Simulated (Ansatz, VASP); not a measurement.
Two plane-wave programs on HfB

```xyz
2
Lattice="0.0000 2.3100 2.3100 2.3100 0.0000 2.3100 2.3100 2.3100 0.0000" Properties=species:S:1:pos:R:3 pbc="T T T"
Hf    2.3100    2.3100    2.3100
B     0.0000    0.0000    0.0000
```

Alike in both runs: task single point; functional PBEsol; k mesh 18 × 18 × 18; occupations gaussian, width 0.15 eV; no spin polarisation.

```csv
,VASP,Ansatz
version,VASP 6.6.1,Ansatz 0.2.0
potentials or method,"VASP PAW PBE potentials, release 64 (Hf_pv, B), cutoff 520 eV","scalar-relativistic, plane waves, PAW"
valence electrons in the cell,13,29
```

```csv
,VASP,Ansatz,Ansatz less VASP
gap on the k mesh at the Fermi level (eV),none,none,-
pressure (GPa),24.6,23.5,-1.07
```

VASP's potentials were made for PBE, not for PBEsol. A gap of «none» marks a metal or a gap that the smearing closes. VASP's potentials hold 13 valence electrons a cell and Ansatz's 29, so a difference there can come from the potentials and not from the codes.

Neither program's run includes spin-orbit coupling.
